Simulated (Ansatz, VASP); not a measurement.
## One calculation of Pt, two programs

The input INCAR:

```
SYSTEM = Pt
PREC = Accurate
ENCUT = 520
EDIFF = 1E-7
ISMEAR = 0
SIGMA = 0.1
LREAL = .FALSE.
LASPH = .TRUE.
NELM = 100
ALGO = Fast
ISIF = 2
LWAVE = .FALSE.
LCHARG = .FALSE.
GGA = PE
NBANDS = 50
```

Contents of KPOINTS:

```
regular mesh
0
G
  4 4 4
  0 0 0
```

The input POSCAR:

```
Pt
1.0
    5.0426246766      0.0000000000      0.0000000000
    0.0000000000      5.0426246766      0.0000000000
    0.0000000000      0.0000000000      5.0426246766
Pt
8
Direct
    0.5000000000      0.5000000000      0.5000000000
    0.0000000000      0.0000000000      0.0000000000
    0.2500000000      0.0000000000      0.5000000000
    0.5000000000      0.2500000000      0.0000000000
    0.5000000000      0.7500000000      0.0000000000
    0.7500000000      0.0000000000      0.5000000000
    0.0000000000      0.5000000000      0.7500000000
    0.0000000000      0.5000000000      0.2500000000
```

Input for Ansatz:

```yaml
crystal:
  lattice:
    - [5.0426246766, 0.0, 0.0]
    - [0.0, 5.0426246766, 0.0]
    - [0.0, 0.0, 5.0426246766]
  atoms:
    - { symbol: Pt, position: [0.5, 0.5, 0.5] }
    - { symbol: Pt, position: [0.0, 0.0, 0.0] }
    - { symbol: Pt, position: [0.25, 0.0, 0.5] }
    - { symbol: Pt, position: [0.5, 0.25, 0.0] }
    - { symbol: Pt, position: [0.5, 0.75, 0.0] }
    - { symbol: Pt, position: [0.75, 0.0, 0.5] }
    - { symbol: Pt, position: [0.0, 0.5, 0.75] }
    - { symbol: Pt, position: [0.0, 0.5, 0.25] }
basis:
  ecutwfc: 420
kpoints:
  mp_grid: { grid: [4, 4, 4] }
hamiltonian:
  xc: pbe
scf:
  occupations: { method: gaussian, width: 0.1 }
  lower_state_search: "off"
output:
  forces: true
  stress: true
  eigenvalues: true
```

Alike in both runs: task single point; functional PBE; k mesh 4 × 4 × 4; occupations gaussian, width 0.1 eV; no spin polarisation.

|  | VASP | Ansatz |
| --- | --- | --- |
| version | VASP 6.6.1 | Ansatz 0.2.0 |
| potentials or method | VASP PAW PBE potentials, release 64 (Pt), cutoff 520 eV | scalar-relativistic, plane waves, PAW |
| valence electrons in the cell | 80 | 144 |

|  | VASP | Ansatz | Ansatz less VASP |
| --- | --- | --- | --- |
| gap on the k mesh at the Fermi level (eV) | none | none | - |
| pressure (GPa) | 2.5 | 3.0 | +0.48 |

A gap of «none» marks a metal or a gap that the smearing closes. VASP's potentials hold 80 valence electrons a cell and Ansatz's 144, so a difference there can come from the potentials and not from the codes.

Spin-orbit coupling is off throughout.
